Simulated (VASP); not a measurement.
# Al2O3 (R-3c) in VASP: further runs

The runs below take Al2O3 through single point, with r2SCAN.

Program: VASP 6.6.1. These are calculated values, not measurements. Logs are shortened: lines on timing, memory, paths and dates and some standing lists are left out, and cuts for length are marked.

### Step 1. The cell of the first run

The structure is trigonal, space group R-3c (No. 167). Conventional cell: a = 4.806 Å, b = 4.806 Å, c = 13.125 Å, α = 90.00°, β = 90.00°, γ = 120.00°. Al (site symmetry 3) has 6 O at 1.87 to 1.99 Å within 2.5 Å. O (site symmetry 2) has 4 Al at 1.87 to 1.99 Å and 12 O at 2.55 to 2.90 Å within 2.9 Å.

### Step 2. Single point, r2SCAN (strain +1.0%)

POSCAR

```
Al2O3
1.0
    2.4031550271      1.3874622019      4.3749099284
   -2.4031550271      1.3874622019      4.3749099284
    0.0000000000     -2.7749244035      4.3749099285
Al O
4 6
Direct
    0.8520036302      0.8520036302      0.8520036302
    0.3520036302      0.3520036302      0.3520036302
    0.1479963698      0.1479963698      0.1479963698
    0.6479963698      0.6479963698      0.6479963698
    0.4439316999      0.0560683001      0.7500000000
    0.0560683001      0.7500000000      0.4439316999
    0.5560683001      0.9439316999      0.2500000000
    0.2500000000      0.5560683001      0.9439316999
    0.9439316999      0.2500000000      0.5560683001
    0.7500000000      0.4439316999      0.0560683001
```

INCAR.step1

```
ALGO = Normal
EDIFF = 1E-4
ENCUT = 520
GGA = PE
ISMEAR = 0
LASPH = True
LCHARG = False
LREAL = False
LWAVE = True
NBANDS = 35
NELM = 100
PREC = Accurate
SIGMA = 0.01
```

INCAR.step2

```
ALGO = Normal
EDIFF = 1E-7
ENCUT = 520
ISIF = 2
ISMEAR = 0
ISTART = 1
LASPH = True
LCHARG = False
LMIXTAU = True
LREAL = False
LWAVE = False
METAGGA = R2SCAN
NBANDS = 35
NELM = 100
PREC = Accurate
SIGMA = 0.01
```

KPOINTS

```
k-points
0
Gamma
  6 6 6
```

Potentials or basis: VASP PAW PBE potentials, release 64 (Al, O).

Launch:

```sh
$ cat potpaw_PBE.64/Al/POTCAR potpaw_PBE.64/O/POTCAR > POTCAR
$ cp INCAR.step1 INCAR
$ mpirun -np 1 vasp_std > vasp.out
$ cp INCAR.step2 INCAR
$ mpirun -np 1 vasp_std > vasp.out
```

OUTCAR:

```text
EDIFF = 1E-7
   ENCUT = 520
   ISIF = 2
   ISMEAR = 0
   ISTART = 1
   LASPH = True
   LREAL = False
   METAGGA = R2SCAN
   NELM = 100
   PREC = Accurate

 ion  position               nearest neighbor table
   1  0.852  0.852  0.852-   9 1.87   8 1.87   7 1.87  10 1.99   5 1.99   6 1.99   4 2.68   3 2.82
                             3 2.82   3 2.82   4 3.25   4 3.25   4 3.25
   2  0.352  0.352  0.352-  10 1.87   6 1.87   5 1.87   9 1.99   7 1.99   8 1.99   3 2.68   4 2.82
                             4 2.82   4 2.82   3 3.25   3 3.25   3 3.25
   3  0.148  0.148  0.148-   6 1.87  10 1.87   5 1.87   8 1.99   7 1.99   9 1.99   2 2.68   1 2.82
                             1 2.82   1 2.82   2 3.25   2 3.25   2 3.25
   4  0.648  0.648  0.648-   8 1.87   9 1.87   7 1.87   6 1.99   5 1.99  10 1.99   1 2.68   2 2.82
                             2 2.82   2 2.82   1 3.25   1 3.25   1 3.25
   5  0.444  0.056  0.750-   2 1.87   3 1.87   1 1.99   4 1.99
   6  0.056  0.750  0.444-   3 1.87   2 1.87   4 1.99   1 1.99
   7  0.556  0.944  0.250-   1 1.87   4 1.87   3 1.99   2 1.99
   8  0.250  0.556  0.944-   4 1.87   1 1.87   3 1.99   2 1.99
   9  0.944  0.250  0.556-   1 1.87   4 1.87   2 1.99   3 1.99
  10  0.750  0.444  0.056-   2 1.87   3 1.87   1 1.99   4 1.99

  LATTYP: Found a trigonal (rhomboedric) cell.
 ALAT       =     5.1807376239
 COS(alpha) =     0.5696613281

  Lattice vectors:

 A1 = (   2.4031550271,   1.3874622019,   4.3749099284)
 A2 = (  -2.4031550271,   1.3874622019,   4.3749099284)
 A3 = (   0.0000000000,  -2.7749244035,   4.3749099285)

Analysis of symmetry for initial positions (statically):
=====================================================================
 Subroutine PRICEL returns:
 Original cell was already a primitive cell.

 Routine SETGRP: Setting up the symmetry group for a
 trigonal (rhombohedral) supercell.

 Subroutine GETGRP returns: Found 12 space group operations
 (whereof  6 operations were pure point group operations)
 out of a pool of 12 trial point group operations.

The static configuration has the point symmetry S_6 .
 The point group associated with its full space group is D_3d.

Analysis of symmetry for dynamics (positions and initial velocities):
=====================================================================
 Subroutine PRICEL returns:
 Original cell was already a primitive cell.

 Routine SETGRP: Setting up the symmetry group for a
 trigonal (rhombohedral) supercell.

 Subroutine GETGRP returns: Found 12 space group operations
 (whereof  6 operations were pure point group operations)
 out of a pool of 12 trial point group operations.

The dynamic configuration has the point symmetry S_6 .
 The point group associated with its full space group is D_3d.

 Subroutine INISYM returns: Found 12 space group operations
 (whereof  6 operations are pure point group operations),
 and found     1 'primitive' translations

----------------------------------------------------------------------------------------

                                     Primitive cell

  volume of cell :      87.5232

  direct lattice vectors                    reciprocal lattice vectors
     2.403155027  1.387462202  4.374909928     0.208059819  0.120123393  0.076192045
    -2.403155027  1.387462202  4.374909928    -0.208059819  0.120123393  0.076192045
     0.000000000 -2.774924404  4.374909929     0.000000000 -0.240246785  0.076192045

  length of vectors
     5.180737624  5.180737624  5.180737624     0.252039174  0.252039174  0.252039174

  position of ions in fractional coordinates (direct lattice)
     0.852003630  0.852003630  0.852003630
     0.352003630  0.352003630  0.352003630
     0.147996370  0.147996370  0.147996370
     0.647996370  0.647996370  0.647996370
     0.443931700  0.056068300  0.750000000
     0.056068300  0.750000000  0.443931700
     0.556068300  0.943931700  0.250000000
     0.250000000  0.556068300  0.943931700
     0.943931700  0.250000000  0.556068300
     0.750000000  0.443931700  0.056068300

  ion indices of the primitive-cell ions
   primitive index   ion index
                 1           1
                 2           2
                 3           3
                 4           4
                 5           5
                 6           6
                 7           7
                 8           8
                 9           9
                10          10

----------------------------------------------------------------------------------------

 KPOINTS: k-points

Automatic generation of k-mesh.
 Grid dimensions read from file:
 generate k-points for:    6    6    6

 Generating k-lattice:

  Cartesian coordinates                     Fractional coordinates (reciprocal lattice)
     0.034676637  0.020020565  0.012698674     0.166666667  0.000000000 -0.000000000
    -0.034676637  0.020020565  0.012698674     0.000000000  0.166666667 -0.000000000
     0.000000000 -0.040041131  0.012698674     0.000000000  0.000000000  0.166666667

  Length of vectors
     0.042006529  0.042006529  0.042006529

  Shift w.r.t. Gamma in fractional coordinates (k-lattice)
     0.000000000  0.000000000  0.000000000

 Subroutine IBZKPT returns following result:
 ===========================================

 Found     32 irreducible k-points:

 Following reciprocal coordinates:
            Coordinates               Weight
  0.000000  0.000000  0.000000      1.000000
  0.166667 -0.000000  0.000000      6.000000
  0.333333 -0.000000  0.000000      6.000000
  0.500000  0.000000  0.000000      3.000000
  0.166667  0.166667  0.000000      6.000000
  0.333333  0.166667 -0.000000     12.000000
[... 16 lines left out ...]
  0.500000  0.500000  0.166667      6.000000
 -0.333333  0.500000  0.166667     12.000000
 [... further k-points ...]
   k-points           NKPTS =     32   k-points in BZ     NKDIM =     32   number of bands    NBANDS=     35
   number of dos      NEDOS =    301   number of ions     NIONS =     10
   total plane-waves  NPLWV =  64000
   dimension x,y,z NGX =    40 NGY =   40 NGZ =   40
   dimension x,y,z NGXF=    80 NGYF=   80 NGZF=   80
   ions per type =               4   6
   NGX,Y,Z   is equivalent  to a cutoff of  12.84, 12.84, 12.84 a.u.
   NGXF,Y,Z  is equivalent  to a cutoff of  25.67, 25.67, 25.67 a.u.
 SYSTEM =  unknown system
   PREC   = accura    normal or accurate (medium, high low for compatibility)
   ISTART =      1    job   : 0-new  1-cont  2-samecut
   ICHARG =      0    charge: 1-file 2-atom 10-const
   ISPIN  =      1    spin polarized calculation?
   LNONCOLLINEAR =      F non collinear calculations
   LSORBIT =      F    spin-orbit coupling
   LASPH  =      T    aspherical Exc in radial PAW
   ENCUT  =  520.0 eV  38.22 Ry    6.18 a.u.   9.63  9.63  9.63*2*pi/ulx,y,z
   NELM   =    100;   NELMIN=  2; NELMDL=  0     # of ELM steps
   EDIFF  = 0.1E-06   stopping-criterion for ELM
   LREAL  =      F    real-space projection
   EDIFFG = 0.1E-05   stopping-criterion for IOM
   NSW    =      0    number of steps for IOM
   IBRION =     -1    ionic relax: 0-MD 1-quasi-New 2-CG
   NFREE  =      0    steps in history (QN), initial steepest desc. (CG)
   ISIF   =      2    stress and relaxation
   ISYM   =      2    0-nonsym 1-usesym 2-fastsym
   POTIM  = 0.5000    time-step for ionic-motion
   TEBEG  =    0.0;   TEEND  =   0.0 temperature during run
   PSTRESS=    0.0 pullay stress
   NELECT =      48.0000    total number of electrons
   NUPDOWN=      -1.0000    fix difference up-down
   EMIN   =  10.00;   EMAX   =-10.00  energy-range for DOS
   EFERMI =   0.00;   METHOD = LEGACY
   ISMEAR =     0;   SIGMA  =   0.01  broadening in eV -4-tet -1-fermi 0-gaus
   EFERMI_NEDOS =   21; number of points for ismear=-14 and -15
   IALGO  =     38    algorithm
   IMIX   =      4    mixing-type and parameters
     AMIX     =   0.40;   BMIX     =  1.00
     AMIX_MAG =   1.60;   BMIX_MAG =  1.00
  volume/ion in A,a.u.               =       8.75        59.06
  Fermi-wavevector in a.u.,A,eV,Ry     =   1.340029  2.532287 24.431672  1.795677
  Thomas-Fermi vector in A             =   2.468374
   LORBIT       =      0    0 simple, 1 ext, 2 COOP (PROOUT), +10 PAW based schemes
   METAGGA = R2SCAN    functional components
   LHFCALC =     F    Hartree Fock is set to
   AEXX    =    0.0000 exact exchange contribution
   IVDW    =     0    specifies the selected vdW correction
   LEPSILON=     F    determine dielectric tensor
   LRPA    =     F    only Hartree local field effects (RPA)
 non-spin polarized calculation
 Gauss-broadening in eV      SIGMA  =   0.01
  energy-cutoff  :      520.00
  volume of cell :       87.52
 maximum number of plane-waves:      2370
 NGX is ok and might be reduce to    40
   NGX = 19   NGY = 19   NGZ = 19

 number of electron      48.0000008 magnetization

 Free energy of the ion-electron system (eV)
  ---------------------------------------------------
  ext. energy  EPLUGINS =         0.00000000
  ---------------------------------------------------
  free energy    TOTEN  =       -96.20615135 eV

  energy without entropy =      -96.20615135  energy(sigma->0) =      -96.20615135

 E-fermi :   5.5497     XC(G=0): -12.0767

 val. band max:        5.4064879236   @ k =   0.0000   0.0000   0.0000
 cond. band min:      12.1794066941   @ k =   0.0000   0.0000   0.0000
 fundamental gap:      6.7729187705
 Fermi energy:         5.5497487491

 k-point     1 :       0.0000    0.0000    0.0000
  band No.  band energies     occupation
      1     -14.5684      2.00000
      2     -12.3899      2.00000
      3     -12.1295      2.00000
      4     -12.1295      2.00000
      5     -11.8302      2.00000
      6     -11.8302      2.00000
[... 27 lines left out ...]
     34      19.8744      0.00000
     35      20.9473      0.00000
[... 843 lines left out ...]
      5     -12.0014      2.00000
      6     -11.8103      2.00000
[... 27 lines left out ...]
     34      19.6983      0.00000
     35      19.8334      0.00000

 [... further k-points ...]

------------------------ aborting loop because EDIFF is reached ----------------------------------------

  FORCE on cell =-STRESS in cart. coord.  units (eV):
  Direction    XX          YY          ZZ          XY          YZ          ZX
  --------------------------------------------------------------------------------------
  -------------------------------------------------------------------------------------
  Total       -4.2699291     -4.2699291     -4.1075545      0.0000000      0.0000000      0.0000000
  in kB      -78.1642082    -78.1642082    -75.1918210      0.0000000      0.0000000      0.0000000
  external PRESSURE =     -77.1734124 kB  Pullay stress =       0.0000000 kB

 VOLUME and BASIS-vectors are now :
 -----------------------------------------------------------------------------
  energy-cutoff  :      520.00
  volume of cell :       87.52
      direct lattice vectors                 reciprocal lattice vectors
     2.403155027  1.387462202  4.374909928     0.208059819  0.120123393  0.076192045
    -2.403155027  1.387462202  4.374909928    -0.208059819  0.120123393  0.076192045
     0.000000000 -2.774924404  4.374909929     0.000000000 -0.240246785  0.076192045

 POSITION                                       TOTAL-FORCE (eV/Angst)
 -----------------------------------------------------------------------------------
      0.00000      0.00000     11.18232         0.000000     -0.000000     -0.018254
      0.00000      0.00000      4.61995         0.000000     -0.000000     -0.018254
      0.00000      0.00000      1.94241         0.000000      0.000000      0.018254
      0.00000      0.00000      8.50478         0.000000      0.000000      0.018254
      0.93210     -1.38746      5.46864         0.015561      0.000000      0.000000
     -1.66763     -0.11349      5.46864        -0.007780     -0.013476      0.000000
     -0.93210      1.38746      7.65609        -0.015561      0.000000      0.000000
     -0.73553     -1.50095      7.65609         0.007780     -0.013476      0.000000
      1.66763      0.11349      7.65609         0.007780      0.013476     -0.000000
      0.73553      1.50095      5.46864        -0.007780      0.013476     -0.000000
 -----------------------------------------------------------------------------------
    total drift:                               -0.000000     -0.000000      0.000000

  FREE ENERGIE OF THE ION-ELECTRON SYSTEM (eV)
  ---------------------------------------------------
  free  energy   TOTEN  =       -96.2061513466 eV

  energy  without entropy=      -96.2061513466  energy(sigma->0) =      -96.20615135
```

Run time: 7.1 min. Hardware: 1 thread of Intel Xeon Platinum 8488C (Sapphire Rapids), shared host; peak memory 0.28 GiB.

What came out:

```yaml
Free_energy: -96.2062 eV
Pressure: -7.7 GPa
Largest_force: 0.018 eV/Å
Band_gap_on_the_k_mesh: 6.77 eV
```

Forces on the atoms (eV/Å):
```
Al   0.000  0.000 -0.018
Al   0.000  0.000 -0.018
Al   0.000  0.000  0.018
Al   0.000  0.000  0.018
O    0.016  0.000  0.000
O   -0.008 -0.013  0.000
O   -0.016  0.000  0.000
O    0.008 -0.013  0.000
O    0.008  0.013  0.000
O   -0.008  0.013  0.000
```

Caveat: the cell differs from its parent crystal (strain +1.0%); the cell stands under tension; the PAW data sets were made with another functional, which shifts forces and pressure a little.

(Part 1 of 2 ends here.)
